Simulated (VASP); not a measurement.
## Rh: electric field gradients with PBE

Crystal: Rh.

```xyz
1
Lattice="0.0000 1.9206 1.9016 1.9206 0.0000 1.9016 1.9206 1.9206 0.0000" Properties=species:S:1:pos:R:3 pbc="T T T"
Rh    0.0000    0.0000    0.0000
```

This cell differs from its parent crystal: equal xx and yy strain of +1 %.

```json
{
  "Program": "VASP 6.6.1",
  "Task": "electric field gradients",
  "Functional": "PBE",
  "Potentials or basis": "VASP PAW PBE potentials, release 64 (Rh_pv)",
  "Cutoff": "520 eV",
  "k mesh": "16 × 16 × 16",
  "Occupations": "fermi-dirac, width 0.08 eV",
  "Spin": "no spin polarisation",
  "Dipole correction": "no",
  "Further INCAR settings": "ALGO = Normal; EDIFF = 1e-08; NBANDS = 14"
}
```

```json
{
 "Pressure": "0.7 GPa"
}
```

Stress tensor (GPa, compression positive):
```
-0.10  0.00  0.00
 0.00 -0.10  0.00
 0.00  0.00  2.15
```

Levels at points of the mesh, in eV from the Fermi level:
| k point | band 4 | band 5 | band 6 | band 7 | band 8 | band 9 | band 10 | band 11 |
| --- | --- | --- | --- | --- | --- | --- | --- | --- |
| (0.00, 0.00, 0.00) | -7.80 | -3.01 | -3.01 | -2.90 | -1.02 | -0.89 | 16.02 | 20.61 |
| (0.50, 0.00, 0.00) | -5.94 | -3.10 | -2.99 | 0.53 | 0.58 | 0.76 | 8.45 | 15.51 |
| (0.50, 0.50, 0.00) | -6.12 | -5.76 | 0.52 | 0.97 | 0.97 | 3.39 | 12.21 | 13.09 |
| (0.50, 0.00, 0.50) | -6.12 | -5.75 | 0.53 | 0.91 | 1.00 | 3.18 | 11.94 | 13.22 |

Electric field gradients, principal values (V/Å²):
```
atom  least  middle  greatest (by size)
1 Rh  0.441   0.442              -0.883
```

It took 35 s on 1 thread of Intel Xeon 6975P-C, on a shared host, peak memory 0.18 GiB.

Caveat: the cell differs from its parent crystal (equal xx and yy strain of +1 %); without QUAD_EFG the Cq values of the log hold for a quadrupole moment of 1 mb, not for the nuclei.
